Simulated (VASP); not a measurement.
MoS2: single point with PBE+D3(BJ)+U

Crystal: MoS2.

```xyz
6
Lattice="3.1509 0.0000 0.0000 -1.5755 2.7288 0.0000 0.0000 0.0000 12.0635" Properties=species:S:1:pos:R:3 pbc="T T T"
Mo    1.5755    0.9096    3.0159
Mo    0.0000    1.8192    9.0475
S     0.0000    1.8192    4.5803
S     1.5755    0.9096   10.6120
S     0.0000    1.8192    1.4515
S     1.5755    0.9096    7.4831
```

| Item | Value |
| --- | --- |
| Program | VASP 6.6.1 |
| Task | single point |
| Functional | PBE |
| Dispersion | D3(BJ) |
| Potentials or basis | VASP PAW PBE potentials, release 64 (Mo_sv, S) |
| Cutoff | 500 eV |
| k mesh | 12 × 12 × 4 |
| Occupations | gaussian, width 0.02 eV |
| Spin | no spin polarisation |
| Hubbard terms | Mo d U = 4.0 eV |

```yaml
Pressure: 2.4 GPa
Largest_force: 0.273 eV/Å
Band_gap_on_the_k_mesh: 0.82 eV (least direct gap 1.60 eV)
Dispersion_energy_per_atom: -0.438 eV
```

Forces on the atoms (eV/Å):
```
Mo   0.000  0.000  0.000
Mo   0.000  0.000  0.000
S    0.000  0.000  0.273
S    0.000  0.000  0.273
S    0.000  0.000 -0.273
S    0.000  0.000 -0.273
```

Stress tensor (GPa, compression positive):
```
2.25 0.00 0.00
0.00 2.25 0.00
0.00 0.00 2.75
```

Levels at points of the mesh, in eV from the valence-band top:
```
           k point  band 24  band 25  band 26  band 27  band 28  band 29
(0.00, 0.00, 0.00)    -1.28    -1.11     0.00     2.14     2.14     2.17
(0.50, 0.00, 0.00)    -1.56    -1.54    -1.37     1.69     1.74     1.99
(0.00, 0.00, 0.50)    -2.10    -0.27    -0.27     2.14     2.14     2.14
(0.50, 0.00, 0.50)    -1.69    -1.44    -1.44     1.71     1.71     2.16
```

Eigenvalues of the final occupation matrices:
```tsv
site	spin	trace	eigenvalues
site 1 d	1	1.96	0.38 0.38 0.39 0.39 0.43
site 1 d	2	1.96	0.38 0.38 0.39 0.39 0.43
site 2 d	1	1.96	0.38 0.38 0.39 0.39 0.43
site 2 d	2	1.96	0.38 0.38 0.39 0.39 0.43
```

It took 5.4 min on 1 thread of AMD EPYC 9755 128-Core Processor, with other jobs on the host, peak memory 0.3 GiB.

A k mesh can miss the band edges.
